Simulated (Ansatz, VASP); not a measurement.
# FeS2: VASP beside Ansatz

```
Fe S
1.0
     4.36741    0.00000    0.00000
     0.00000    5.33314    0.00000
     0.00000    0.00000    3.31098
Fe S
2 4
Cartesian
  2.1837 2.6666 1.6555
  0.0000 0.0000 0.0000
  1.2836 4.6629 1.6555
  3.0838 0.6703 1.6555
  0.9001 1.9963 0.0000
  3.4673 3.3369 0.0000
```

Change from the starting cell: strain along c alone, the other axes held, atoms relaxed: -1.0 %.

Alike in both runs: functional PBEsol; k mesh 6 × 6 × 8; occupations gaussian, width 0.02 eV; no spin polarisation.

Ansatz relaxed the structure, and its values are those at the end. VASP's run is a single point on that final structure, the one shown.

|  | VASP | Ansatz |
| --- | --- | --- |
| version | VASP 6.6.1 | Ansatz 0.2.0 |
| potentials or method | VASP PAW PBE potentials, release 64 (Fe, S), cutoff 600 eV | scalar-relativistic, plane waves, PAW |
| valence electrons in the cell | 40 | 56 |

VASP gave:

| Quantity | Value |
| --- | --- |
| gap on the k mesh at the Fermi level (eV) | 0.93 |
| least direct gap on the mesh (eV) | 1.26 |
| pressure (GPa) | 2.4 |
| rms of the force components (eV/Å) | 0.026 |

Which values does Ansatz return?

gap on the k mesh at the Fermi level (eV): 0.96; least direct gap on the mesh (eV): 1.27; pressure (GPa): 1.8; rms of the force components (eV/Å): 0.001.

VASP's potentials were made for PBE, not for PBEsol. VASP's potentials hold 40 valence electrons a cell and Ansatz's 56, so a difference there can come from the potentials and not from the codes. Ansatz's warnings: stress scf threshold loose.
